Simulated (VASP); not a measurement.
ZnS, 2 atoms in the cell. It takes space group F-43m (No. 216, cubic). Conventional cell: a = 5.370 Å, b = 5.370 Å, c = 5.370 Å, α = 90.00°, β = 90.00°, γ = 90.00°. Within 3.1 Å of Zn (site symmetry -43m) lie 4 S at 2.33 Å. S (site symmetry -43m) has 4 Zn at 2.33 Å within 3.1 Å. 

| Property | Result |
| --- | --- |
| Program | VASP 6.6.1 |
| Task | relaxation of cell and atoms |
| Functional | PBE |
| Potentials or basis | VASP PAW PBE potentials, release 64 (Zn, S) |
| Cutoff | 500 eV |
| k mesh | 10 × 10 × 10 |
| Occupations | gaussian, width 0.02 eV |
| Spin | no spin polarisation |
| Dipole correction | no |
| Further INCAR settings | ALGO = Normal; EDIFF = 1e-07; IBRION = 2; EDIFFG = -0.002; NSW = 100; ISIF = 3 |

Potentials or basis: VASP PAW PBE potentials, release 64 (Zn, S).

The run is started by

```console
$ cat potpaw_PBE.64/Zn/POTCAR potpaw_PBE.64/S/POTCAR > POTCAR
$ mpirun -np 1 vasp_std > vasp.out
```

Hardware: 1 thread of Intel Xeon 8259CL, on a shared host.

Question: How long does it take, and how much memory?

Answer: It took 66 s on 1 thread of Intel Xeon 8259CL (shared host), peak memory 0.17 GiB. Counts: scf iterations 32, k points 47, ion steps 3.
